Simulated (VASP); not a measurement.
# TiTe2 (P-3m1) in VASP: notebook

Aim: see how the results for TiTe2 move with the level of theory and the settings. Levels: PBE, LDA. Tasks: single point.

Program: VASP 6.6.1. These are calculated values, not measurements. Logs are shortened: lines on timing, memory, paths and dates and some standing lists are left out, and cuts for length are marked.

### 1 The cell of the first run

It takes space group P-3m1 (No. 164, trigonal). The conventional cell has a = 3.827 Å, b = 3.827 Å, c = 6.584 Å, α = 90.00°, β = 90.00°, γ = 120.00°. Within 3.7 Å of Te (site symmetry 3m) lie 3 Ti at 2.81 Å. Ti (site symmetry -3m) has 6 Te at 2.81 Å within 3.7 Å.

### 2 Single point, PBE

Input file INCAR:

```
SYSTEM = TiTe2
  PREC = Accurate
  ENCUT = 520
  EDIFF = 1E-6
  ISMEAR = -1
  SIGMA = 0.05
  LREAL = .FALSE.
  LASPH = .TRUE.
  NELM = 100
  ALGO = Normal
  ISIF = 2
  LWAVE = .FALSE.
  LCHARG = .TRUE.
  GGA = PE
  LELF = .TRUE.
  LVHAR = .TRUE.
  NBANDS = 19
```

Input file KPOINTS:

```
Automatic mesh
0
G
  8 8 4
  0 0 0
```

Input file POSCAR:

```
TiTe2
1.0
    3.8267030682      0.0000000000      0.0000000000
   -1.9133515341      3.3140220698      0.0000000000
    0.0000000000      0.0000000000      6.5835098060
Te Ti
2 1
Direct
    0.3333333333      0.6666666667      0.7372000000
    0.6666666667      0.3333333333      0.2628000000
    0.0000000000      0.0000000000      0.0000000000
```

Potentials or basis: VASP PAW PBE potentials, release 64 (Te, Ti_sv).

Run with:

```console
cat potpaw_PBE.64/Te/POTCAR potpaw_PBE.64/Ti_sv/POTCAR > POTCAR
mpirun -np 1 vasp_std > vasp.out
```

OUTCAR:

```text
SYSTEM = TiTe2
   PREC = Accurate
   ENCUT = 520
   EDIFF = 1E-6
   ISMEAR = -1
   LREAL = .FALSE.
   LASPH = .TRUE.
   NELM = 100
   ISIF = 2
   GGA = PE

 ion  position               nearest neighbor table
   1  0.333  0.667  0.737-   3 2.81   3 2.81   3 2.81
   2  0.667  0.333  0.263-   3 2.81   3 2.81   3 2.81
   3  0.000  0.000  0.000-   1 2.81   2 2.81   1 2.81   2 2.81   2 2.81   1 2.81

  LATTYP: Found a hexagonal cell.
 ALAT       =     3.8267030682
 C/A-ratio  =     1.7204130262

  Lattice vectors:

 A1 = (   3.8267030682,   0.0000000000,   0.0000000000)
 A2 = (  -1.9133515341,   3.3140220698,   0.0000000000)
 A3 = (   0.0000000000,   0.0000000000,   6.5835098060)

Analysis of symmetry for initial positions (statically):
=====================================================================
 Subroutine PRICEL returns:
 Original cell was already a primitive cell.

 Routine SETGRP: Setting up the symmetry group for a
 hexagonal supercell.

 Subroutine GETGRP returns: Found 12 space group operations
 (whereof 12 operations were pure point group operations)
 out of a pool of 24 trial point group operations.

The static configuration has the point symmetry D_3d.

Analysis of symmetry for dynamics (positions and initial velocities):
=====================================================================
 Subroutine PRICEL returns:
 Original cell was already a primitive cell.

 Routine SETGRP: Setting up the symmetry group for a
 hexagonal supercell.

 Subroutine GETGRP returns: Found 12 space group operations
 (whereof 12 operations were pure point group operations)
 out of a pool of 24 trial point group operations.

The dynamic configuration has the point symmetry D_3d.

 Subroutine INISYM returns: Found 12 space group operations
 (whereof 12 operations are pure point group operations),
 and found     1 'primitive' translations

----------------------------------------------------------------------------------------

                                     Primitive cell

  volume of cell :      83.4906

  direct lattice vectors                    reciprocal lattice vectors
     3.826703068  0.000000000  0.000000000     0.261321556  0.150874071  0.000000000
[... 76 lines left out ...]
   NGX,Y,Z   is equivalent  to a cutoff of  12.16, 12.16, 12.63 a.u.
   NGXF,Y,Z  is equivalent  to a cutoff of  24.33, 24.33, 25.25 a.u.
 SYSTEM =  TiTe2
   PREC   = accura    normal or accurate (medium, high low for compatibility)
   ISTART =      0    job   : 0-new  1-cont  2-samecut
   ICHARG =      2    charge: 1-file 2-atom 10-const
   ISPIN  =      1    spin polarized calculation?
   LNONCOLLINEAR =      F non collinear calculations
   LSORBIT =      F    spin-orbit coupling
   LASPH  =      T    aspherical Exc in radial PAW
   ENCUT  =  520.0 eV  38.22 Ry    6.18 a.u.   7.12  7.12 12.24*2*pi/ulx,y,z
   NELM   =    100;   NELMIN=  2; NELMDL= -5     # of ELM steps
   EDIFF  = 0.1E-05   stopping-criterion for ELM
   LREAL  =      F    real-space projection
   EDIFFG = 0.1E-04   stopping-criterion for IOM
   NSW    =      0    number of steps for IOM
   IBRION =     -1    ionic relax: 0-MD 1-quasi-New 2-CG
   NFREE  =      0    steps in history (QN), initial steepest desc. (CG)
   ISIF   =      2    stress and relaxation
   ISYM   =      2    0-nonsym 1-usesym 2-fastsym
   POTIM  = 0.5000    time-step for ionic-motion
   TEBEG  =    0.0;   TEEND  =   0.0 temperature during run
   PSTRESS=    0.0 pullay stress
   NELECT =      24.0000    total number of electrons
   NUPDOWN=      -1.0000    fix difference up-down
   EMIN   =  10.00;   EMAX   =-10.00  energy-range for DOS
   EFERMI =   0.00;   METHOD = LEGACY
   ISMEAR =    -1;   SIGMA  =   0.05  broadening in eV -4-tet -1-fermi 0-gaus
   EFERMI_NEDOS =   21; number of points for ismear=-14 and -15
   IALGO  =     38    algorithm
   IMIX   =      4    mixing-type and parameters
     AMIX     =   0.40;   BMIX     =  1.00
     AMIX_MAG =   1.60;   BMIX_MAG =  1.00
  volume/ion in A,a.u.               =      27.83       187.81
  Fermi-wavevector in a.u.,A,eV,Ry     =   1.080437  2.041729 15.882675  1.167344
  Thomas-Fermi vector in A             =   2.216428
   LORBIT       =      0    0 simple, 1 ext, 2 COOP (PROOUT), +10 PAW based schemes
   GGA     = PE    functional components
   LHFCALC =     F    Hartree Fock is set to
   AEXX    =    0.0000 exact exchange contribution
   IVDW    =     0    specifies the selected vdW correction
   LEPSILON=     F    determine dielectric tensor
   LRPA    =     F    only Hartree local field effects (RPA)
 non-spin polarized calculation
  energy-cutoff  :      520.00
  volume of cell :       83.49
 maximum number of plane-waves:      2273
   NGX = 15   NGY = 15   NGZ = 25

 number of electron      23.9999995 magnetization

 Free energy of the ion-electron system (eV)
  ---------------------------------------------------
  ext. energy  EPLUGINS =         0.00000000
  ---------------------------------------------------
  free energy    TOTEN  =       -16.20918109 eV

  energy without entropy =      -16.19751299  energy(sigma->0) =      -16.20334704

 E-fermi :   6.3567     XC(G=0):  -9.6828

 val. band max:        6.3282831718   @ k =   0.5000  -0.0000   0.2500
 cond. band min:       6.3875303197   @ k =   0.5000  -0.0000   0.0000
 fundamental gap:      0.0592471479
 Fermi energy:         6.3567030725

 k-point     1 :       0.0000    0.0000    0.0000
  band No.  band energies     occupation
      1     -51.2135      2.00000
      2     -27.4620      2.00000
      3     -27.4620      2.00000
      4     -27.4183      2.00000
      5      -5.8189      2.00000
      6      -4.4317      2.00000
[... 505 lines left out ...]
      6      -3.9476      2.00000
[... 11 lines left out ...]
     18      11.5656      0.00000
     19      12.2508      0.00000

 [... further k-points ...]
[... 5 lines left out ...]
  --------------------------------------------------------------------------------------
  -------------------------------------------------------------------------------------
  Total       -0.8206794     -0.8206794     -0.6664105      0.0000000      0.0000000     -0.0000000
  in kB      -15.7487631    -15.7487631    -12.7883583      0.0000000      0.0000000     -0.0000000
  external PRESSURE =     -14.7619615 kB  Pullay stress =       0.0000000 kB

 VOLUME and BASIS-vectors are now :
 -----------------------------------------------------------------------------
  energy-cutoff  :      520.00
  volume of cell :       83.49
      direct lattice vectors                 reciprocal lattice vectors
     3.826703068  0.000000000  0.000000000     0.261321556  0.150874071  0.000000000
    -1.913351534  3.314022070  0.000000000     0.000000000  0.301748141  0.000000000
     0.000000000  0.000000000  6.583509806     0.000000000  0.000000000  0.151894662

 POSITION                                       TOTAL-FORCE (eV/Angst)
 -----------------------------------------------------------------------------------
     -0.00000      2.20935      4.85336        -0.000000      0.000000      0.296229
      1.91335      1.10467      1.73015         0.000000     -0.000000     -0.296229
      0.00000      0.00000      0.00000         0.000000      0.000000      0.000000
 -----------------------------------------------------------------------------------
    total drift:                                0.000000     -0.000000      0.000000

  FREE ENERGIE OF THE ION-ELECTRON SYSTEM (eV)
  ---------------------------------------------------
  free  energy   TOTEN  =       -16.2091810919 eV

  energy  without entropy=      -16.1975129922  energy(sigma->0) =      -16.20334704
```

Run time: 63 s. Hardware: 1 thread of Intel Xeon Platinum 8375C at 2.90GHz (Ice Lake), shared host; peak memory 0.21 GiB.

Results:

- Free energy: -16.2092 eV
- Pressure: -1.5 GPa
- Largest force: 0.296 eV/Å
- Band gap on the k mesh: zero (band 12 reaches 6.74 eV, above the bottom of band 13 at 6.14 eV)

Forces in eV/Å, atoms in the order of the input:
```
Te   0.000  0.000  0.296
Te   0.000  0.000 -0.296
Ti   0.000  0.000  0.000
```

Caveat: spin-orbit coupling is left out, which moves the levels of the heavy elements; this functional lacks dispersion, which binds the layers, so the pressure and a relaxed spacing across them are unreliable.

### 3 Single point, PBE

This run uses another cell than the first one, of 28.37 Å³/atom, 1.019 times its volume.

Input file INCAR:

```
SYSTEM = TiTe2
ALGO = Normal
EDIFF = 1E-6
ENCUT = 520
GGA = PE
ISIF = 2
ISMEAR = -1
LASPH = .True.
LCHARG = .True.
LELF = .True.
LREAL = .False.
LVHAR = .True.
LWAVE = .False.
NBANDS = 19
NELM = 100
PREC = Accurate
SIGMA = 0.05
```

Input file KPOINTS:

```
k-points
0
Gamma
  8 8 4
  0 0 0
```

Input file POSCAR:

```
TiTe2
1.0
    3.8510776303      0.0000000000      0.0000000000
   -1.9255388151      3.3351310598      0.0000000000
    0.0000000000      0.0000000000      6.6254441201
Te Ti
2 1
Direct
    0.3333333333      0.6666666667      0.7372000000
    0.6666666667      0.3333333333      0.2628000000
    0.0000000000      0.0000000000      0.0000000000
```

Potentials or basis: VASP PAW PBE potentials, release 64 (Te, Ti_sv).

Run with:

```console
cat potpaw_PBE.64/Te/POTCAR potpaw_PBE.64/Ti_sv/POTCAR > POTCAR
mpirun -np 1 vasp_std > vasp.out
```

Wall time 86 s (1 thread of Intel Xeon Platinum 8375C at 2.90GHz (Ice Lake), shared host); peak memory 0.23 GiB.

Results (log left out):

```yaml
Free_energy: -16.1894 eV
Pressure: -2.5 GPa
Largest_force: 0.439 eV/Å
Band_gap_on_the_k_mesh: zero (band 12 reaches 6.52 eV, above the bottom of band 13 at 5.95 eV)
```

Forces on the atoms (eV/Å):
```
Te   0.000  0.000  0.439
Te   0.000  0.000 -0.439
Ti   0.000  0.000  0.000
```

Stress tensor (GPa, compression positive):
```
-2.55  0.00  0.00
 0.00 -2.55  0.00
 0.00  0.00 -2.38
```

Levels at points of the mesh, in eV from the Fermi level:
```
           k point  band 10  band 11  band 12  band 13  band 14  band 15
(0.00, 0.00, 0.00)     0.36     0.38     0.38     0.47     0.93     0.93
(0.50, 0.00, 0.00)    -2.25    -1.66    -1.09     0.03     1.04     1.35
(0.00, 0.00, 0.50)    -1.53     0.37     0.37     0.65     0.65     0.90
(0.50, 0.00, 0.50)    -1.91    -0.98    -0.62    -0.20     1.04     1.33
```

Caveat: spin-orbit coupling is left out, which moves the levels of the heavy elements; this functional lacks dispersion, which binds the layers, so the pressure and a relaxed spacing across them are unreliable.

### 4 Single point, LDA

This run uses another cell than the first one, of 26.76 Å³/atom, 0.962 times its volume.

Input file INCAR:

```
PREC     = Accurate       # precision mode
ENCUT    = 520            # plane-wave cutoff, eV
EDIFF    = 1E-7           # SCF threshold, eV
ISMEAR   = -1             # smearing method
SIGMA    = 0.05           # smearing width, eV
LREAL    = False          # projectors in reciprocal space
LASPH    = True           # aspherical terms in the spheres
NELM     = 60             # most SCF steps
ALGO     = Normal         # electronic algorithm
ISIF     = 2              # what is computed and relaxed
LWAVE    = False          # write WAVECAR
LCHARG   = True           # write CHGCAR
GGA      = CA             # functional
LELF     = True           # ELF
LVHAR    = True         
NBANDS   = 19             # bands
```

Input file KPOINTS:

```
Automatic mesh
0
Gamma
  5 5 3
```

Input file POSCAR:

```
TiTe2
1.0
    3.7770000000      0.0000000000      0.0000000000
   -1.8885000000      3.2709779501      0.0000000000
    0.0000000000      0.0000000000      6.4980000000
Te Ti
2 1
Direct
    0.3333333333      0.6666666667      0.7372000000
    0.6666666667      0.3333333333      0.2628000000
    0.0000000000      0.0000000000      0.0000000000
```

Potentials or basis: VASP PAW LDA potentials, release 64 (Te, Ti_sv).

Run with:

```console
cat potpaw_LDA.64/Te/POTCAR potpaw_LDA.64/Ti_sv/POTCAR > POTCAR
mpirun -np 1 vasp_std > vasp.out
```

OUTCAR:

```text
PREC = Accurate
   ENCUT = 520
   EDIFF = 1E-7
   ISMEAR = -1
   LREAL = False
   LASPH = True
   NELM = 60
   ISIF = 2
   GGA = CA

 ion  position               nearest neighbor table
   1  0.333  0.667  0.737-   3 2.77   3 2.77   3 2.77
   2  0.667  0.333  0.263-   3 2.77   3 2.77   3 2.77
   3  0.000  0.000  0.000-   1 2.77   2 2.77   2 2.77   1 2.77   2 2.77   1 2.77

  LATTYP: Found a hexagonal cell.
 ALAT       =     3.7770000000
 C/A-ratio  =     1.7204130262

[... 440 lines left out ...]

  FORCE on cell =-STRESS in cart. coord.  units (eV):
  Direction    XX          YY          ZZ          XY          YZ          ZX
  --------------------------------------------------------------------------------------
  -------------------------------------------------------------------------------------
  Total       -2.0027863     -2.0027863     -2.0156005      0.0000000     -0.0000000      0.0000000
  in kB      -39.9706207    -39.9706207    -40.2263594      0.0000000     -0.0000000      0.0000000
  external PRESSURE =     -40.0558669 kB  Pullay stress =       0.0000000 kB

 VOLUME and BASIS-vectors are now :
 -----------------------------------------------------------------------------
  energy-cutoff  :      520.00
  volume of cell :       80.28
      direct lattice vectors                 reciprocal lattice vectors
     3.777000000  0.000000000  0.000000000     0.264760392  0.152859484  0.000000000
    -1.888500000  3.270977950  0.000000000     0.000000000  0.305718967  0.000000000
     0.000000000  0.000000000  6.498000000     0.000000000  0.000000000  0.153893506

 POSITION                                       TOTAL-FORCE (eV/Angst)
 -----------------------------------------------------------------------------------
     -0.00000      2.18065      4.79033        -0.000000      0.000000      0.321502
      1.88850      1.09033      1.70767         0.000000     -0.000000     -0.321502
      0.00000      0.00000      0.00000         0.000000      0.000000      0.000000
 -----------------------------------------------------------------------------------
    total drift:                                0.000000     -0.000000      0.000000

  FREE ENERGIE OF THE ION-ELECTRON SYSTEM (eV)
  ---------------------------------------------------
  free  energy   TOTEN  =       -18.2554662692 eV

  energy  without entropy=      -18.2419724224  energy(sigma->0) =      -18.24871935
```

OSZICAR:

```text
N       E                     dE             d eps       ncg     rms          rms(c)
DAV:   1     0.170001222845E+03    0.17000E+03   -0.10450E+04   456   0.116E+03
DAV:   2    -0.386747304388E+01   -0.17387E+03   -0.16905E+03   478   0.292E+02
DAV:   3    -0.199319092131E+02   -0.16064E+02   -0.15523E+02   685   0.818E+01
DAV:   4    -0.205258987536E+02   -0.59399E+00   -0.59171E+00   586   0.151E+01
DAV:   5    -0.205508598540E+02   -0.24961E-01   -0.24953E-01   671   0.294E+00    0.120E+01
DAV:   6    -0.208677205585E+02   -0.31686E+00   -0.39962E+01   492   0.379E+01    0.148E+01
DAV:   7    -0.185442144675E+02    0.23235E+01   -0.32699E+01   574   0.331E+01    0.548E+00
DAV:   8    -0.182663948733E+02    0.27782E+00   -0.13394E+00   546   0.791E+00    0.168E+00
DAV:   9    -0.182781055088E+02   -0.11711E-01   -0.32352E-01   602   0.335E+00    0.164E+00
DAV:  10    -0.182607307105E+02    0.17375E-01   -0.28072E-01   546   0.356E+00    0.807E-01
DAV:  11    -0.182557058877E+02    0.50248E-02   -0.20123E-02   536   0.945E-01    0.429E-01
DAV:  12    -0.182557115966E+02   -0.57089E-05   -0.53396E-04   522   0.157E-01    0.247E-01
DAV:  13    -0.182554750058E+02    0.23659E-03   -0.78543E-04   678   0.172E-01    0.806E-02
DAV:  14    -0.182554702181E+02    0.47877E-05   -0.36130E-05   527   0.345E-02    0.328E-02
DAV:  15    -0.182554763219E+02   -0.61038E-05   -0.94722E-06   510   0.197E-02    0.543E-02
DAV:  16    -0.182554661567E+02    0.10165E-04   -0.50678E-05   552   0.449E-02    0.741E-03
DAV:  17    -0.182554663179E+02   -0.16119E-06   -0.19538E-06   522   0.109E-02    0.565E-03
DAV:  18    -0.182554662692E+02    0.48642E-07   -0.62645E-08   326   0.190E-03
   1 F= -.18255466E+02 E0= -.18248719E+02  d E =-.134938E-01
```

Wall time 14 s (1 thread of Intel Xeon 6975P-C, shared host); peak memory 0.17 GiB.

What came out:

- Free energy: -18.2555 eV
- Pressure: -4.0 GPa
- Largest force: 0.322 eV/Å
- Band gap on the k mesh: zero (band 12 reaches 7.01 eV, above the bottom of band 13 at 6.41 eV)

Forces on the atoms (eV/Å):
```
Te   0.000  0.000  0.322
Te   0.000  0.000 -0.322
Ti   0.000  0.000  0.000
```

Caveat: the k points lie up to 0.38 Å⁻¹ apart; spin-orbit coupling is left out, which moves the levels of the heavy elements.

### 5 Overview

| level | potentials or basis | cell | k mesh | gap on the mesh (eV) | pressure (GPa) | largest force (eV/Å) |
| --- | --- | --- | --- | --- | --- | --- |
| PBE | VASP PAW PBE potentials, release 64 (Te, Ti_sv) | a = 3.827, b = 3.827, c = 6.584 Å, angles 90.0, 90.0, 120.0°, 3 atoms | 8 × 8 × 4 | none | -1.5 | 0.30 |
| PBE | VASP PAW PBE potentials, release 64 (Te, Ti_sv) | a = 3.851, b = 3.851, c = 6.625 Å, angles 90.0, 90.0, 120.0°, 3 atoms | 8 × 8 × 4 | none | -2.5 | 0.44 |
| LDA | VASP PAW LDA potentials, release 64 (Te, Ti_sv) | a = 3.777, b = 3.777, c = 6.498 Å, angles 90.0, 90.0, 120.0°, 3 atoms | 5 × 5 × 3 | none | -4.0 | 0.32 |

Alike in all rows: task single point; no spin polarisation; cutoff (eV) 520; smearing fermi-dirac 0.05 eV.

Caveats: some runs use coarse meshes; spin-orbit coupling is left out, which moves the levels of the heavy elements; this functional lacks dispersion, which binds the layers, so the pressure and a relaxed spacing across them are unreliable (some runs).

Total energies depend on the potentials used, so only differences within one code and one set of settings carry meaning.
